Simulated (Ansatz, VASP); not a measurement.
**One calculation of Ge, two programs**

The input INCAR:

```
SYSTEM = Ge
ALGO = Normal ; EDIFF = 1E-6
ENCUT = 520 ; GGA = PS
ISIF = 2 ; ISMEAR = 0
LASPH = .TRUE. ; LCHARG = .FALSE.
LREAL = .FALSE. ; LWAVE = .FALSE.
NBANDS = 36 ; NELM = 100
PREC = Accurate ; SIGMA = 0.15
```

The input KPOINTS:

```
k-points
0
G
  12 12 8
  0 0 0
```

File POSCAR:

```
Ge
1.0
    4.1168769001      0.0000000000      0.0000000000
   -2.0584384501      3.5653199798      0.0000000000
    0.0000000000      0.0000000000      6.6953106100
Ge
4
Direct
    0.6666666667      0.3333333333      0.0629118565
    0.3333333333      0.6666666667      0.5629118565
    0.6666666667      0.3333333333      0.4370881435
    0.3333333333      0.6666666667      0.9370881435
```

Input for Ansatz:

```yaml
crystal:
  lattice:
    - [4.1168769001, 0.0, 0.0]
    - [-2.0584384501, 3.5653199798, 0.0]
    - [0.0, 0.0, 6.69531061]
  atoms:
    - { symbol: Ge, position: [0.6666666667, 0.3333333333, 0.0629118565] }
    - { symbol: Ge, position: [0.3333333333, 0.6666666667, 0.5629118565] }
    - { symbol: Ge, position: [0.6666666667, 0.3333333333, 0.4370881435] }
    - { symbol: Ge, position: [0.3333333333, 0.6666666667, 0.9370881435] }
basis:
  ecutwfc: 420
kpoints:
  mp_grid: { grid: [12, 12, 8] }
hamiltonian:
  xc: pbesol
scf:
  occupations: { method: gaussian, width: 0.15 }
output:
  forces: true
  stress: true
  eigenvalues: true
```

Change from the starting cell: strain +0.030 along x and y, +0.015 along z, atoms carried along.

Alike in both runs: task single point; functional PBEsol; k mesh 12 × 12 × 8; occupations gaussian, width 0.15 eV; no spin polarisation.

|  | VASP | Ansatz |
| --- | --- | --- |
| version | VASP 6.6.1 | Ansatz 0.2.0 |
| potentials or method | VASP PAW PBE potentials, release 64 (Ge_d), cutoff 520 eV | scalar-relativistic, plane waves, PAW |
| valence electrons in the cell | 56 | 56 |

|  | VASP | Ansatz | Ansatz less VASP |
| --- | --- | --- | --- |
| gap on the k mesh at the Fermi level (eV) | none | none | - |
| pressure (GPa) | -4.3 | -4.2 | +0.08 |
| traceless stress, the component that is largest in VASP (GPa) | 1.34 | 1.34 | +0.001 |
| rms of the force components (eV/Å) | 0.075 | 0.076 | +0.0011 |

VASP's potentials were made for PBE, not for PBEsol. Atom by atom the forces differ by 0.001 eV/Å (rms over components). A gap of «none» marks a metal or a gap that the smearing closes.
